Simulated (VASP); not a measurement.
## BN: single point with PBE

BN:

```
B N
1.0
    -0.03682    1.76801    1.76801
     1.76801   -0.03682    1.76801
     1.76801    1.76801   -0.03682
B N
1 1
Direct
  0.99962 0.99962 0.99962
  0.25038 0.25038 0.25038
```

This cell differs from its parent crystal: strain along [111] -3.1%.

```json
{
 "Program": "VASP 6.6.1",
 "Task": "single point",
 "Functional": "PBE",
 "Potentials or basis": "VASP PAW PBE potentials, release 64 (B, N)",
 "Cutoff": "520 eV",
 "k mesh": "12 × 12 × 12",
 "Occupations": "fermi-dirac, width 0.02 eV",
 "Spin": "no spin polarisation",
 "Dipole correction": "no",
 "Further INCAR settings": "ALGO = Normal; EDIFF = 1e-07; NBANDS = 11"
}
```

- Pressure: 18.3 GPa
- Largest force: 0.048 eV/Å
- Band gap on the k mesh: 4.35 eV, indirect (least direct gap 8.61 eV)

Forces in eV/Å, atoms in the order of the input:
```
B   -0.028 -0.028 -0.028
N    0.028  0.028  0.028
```

Stress tensor (GPa, compression positive):
```
18.30 10.27 10.27
10.27 18.30 10.27
10.27 10.27 18.30
```

Levels at points of the mesh, in eV from the valence-band top:
```csv
k point,band 2,band 3,band 4,band 5,band 6,band 7
"(0.00, 0.00, 0.00)",-0.18,-0.18,0.00,8.61,8.61,9.11
"(0.50, 0.00, 0.00)",-11.17,-2.04,-2.03,10.49,10.62,11.32
"(0.50, 0.50, 0.00)",-9.27,-5.41,-4.97,4.35,9.36,18.25
"(0.50, 0.50, 0.50)",-11.03,-2.38,-2.38,9.92,10.53,10.53
```

It took 12 s on 1 thread of Intel(R) Xeon(R) 6975P-C (Granite Rapids), on a shared host, peak memory 0.13 GiB.

Caveat: the cell differs from its parent crystal (strain along [111] -3.1%). A k mesh can miss the band edges.
